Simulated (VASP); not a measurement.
Write the native input for VASP 6.6.1 that does the following.

| Quantity | Value |
| --- | --- |
| Task | single point |
| Functional | PBE |
| Potentials or basis | VASP PAW PBE potentials, release 64 (Sb, S) |
| Cutoff | 520 eV |
| k mesh | 18 × 18 × 18 |
| Occupations | gaussian, width 0.1 eV |
| Spin | no spin polarisation |
| Dipole correction | no |
| Further INCAR settings | ALGO = Normal; EDIFF = 1e-07; NBANDS = 20 |

The structure of SbS3 lies in POSCAR:

```
SbS3
1.0
   -1.8485054775      1.8485054775      6.1576022861
    1.8485054775     -1.8485054775      6.1576022861
    1.8485054775      1.8485054775     -6.1576022861
Sb S
1 3
Direct
    0.0000000000      0.0000000000      0.0000000000
    0.5000000000      0.5000000000      0.0000000000
    0.2500000000      0.7500000000      0.5000000000
    0.7500000000      0.2500000000      0.5000000000
```

One way to write it, as run:

INCAR

```
PREC = Accurate
ENCUT = 520
EDIFF = 1E-7
ISMEAR = 0
SIGMA = 0.1
LREAL = F
LASPH = T
NELM = 80
ALGO = Normal
ISIF = 2
LWAVE = F
LCHARG = T
GGA = PE
LELF = T
LVHAR = T
NBANDS = 20
```

KPOINTS

```
Automatic mesh
0
Gamma
  18 18 18
```

Potentials or basis: VASP PAW PBE potentials, release 64 (Sb, S).

Run with:

```sh
$ cat potpaw_PBE.64/Sb/POTCAR potpaw_PBE.64/S/POTCAR > POTCAR
$ mpirun -np 1 vasp_std > vasp.out
```

Results of the run:

```json
{
 "Pressure": "-0.2 GPa"
}
```

It took 22 min on 1 thread of Intel(R) Xeon(R) Platinum 8488C (Sapphire Rapids), with other jobs on the host, peak memory 0.85 GiB.
